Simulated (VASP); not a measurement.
**Rh: single point with PBE**

Crystal: Rh.

```
Rh
1.0
     0.00000    1.90155    1.90155
     1.88253    0.00000    1.90155
     1.88253    1.90155    0.00000
Rh
1
Cartesian
  0.0000 0.0000 0.0000
```

This cell differs from its parent crystal: strain -0.0100 x Voigt [1, 0, 0, 0, 0, 0].

```
Program             : VASP 6.6.1
Task                : single point
Functional          : PBE
Potentials or basis : VASP PAW PBE potentials, release 64 (Rh_pv)
Cutoff              : 520 eV
k mesh              : 22 × 22 × 22
Occupations         : gaussian, width 0.15 eV
Spin                : no spin polarisation
```

```json
{"Pressure": "8.8 GPa"}
```

Stress tensor (GPa, compression positive):
```
10.47  0.00  0.00
 0.00  7.96  0.00
 0.00  0.00  7.96
```

Levels at points of the mesh, in eV from the Fermi level:
| k point | band 3 | band 4 | band 5 | band 6 | band 7 | band 8 | band 9 | band 10 | band 11 | band 12 |
| --- | --- | --- | --- | --- | --- | --- | --- | --- | --- | --- |
| (0.00, 0.00, 0.00) | -46.39 | -8.03 | -3.16 | -3.16 | -3.05 | -1.07 | -0.94 | 16.00 | 20.51 | 21.41 |
| (0.50, 0.00, 0.00) | -46.49 | -6.19 | -3.26 | -3.14 | 0.56 | 0.61 | 0.73 | 8.75 | 15.50 | 20.51 |
| (0.50, 0.50, 0.00) | -46.66 | -6.40 | -6.03 | 0.56 | 0.96 | 1.05 | 3.21 | 12.31 | 13.39 | 13.51 |
| (0.00, 0.50, 0.50) | -46.68 | -6.41 | -6.04 | 0.55 | 1.02 | 1.02 | 3.43 | 12.60 | 13.27 | 13.27 |

It took 59 s on 1 thread of Intel(R) Xeon(R) 6975P-C (Granite Rapids), with other jobs on the host, peak memory 0.24 GiB.

Caveat: the cell differs from its parent crystal (strain -0.0100 x Voigt [1, 0, 0, 0, 0, 0]).
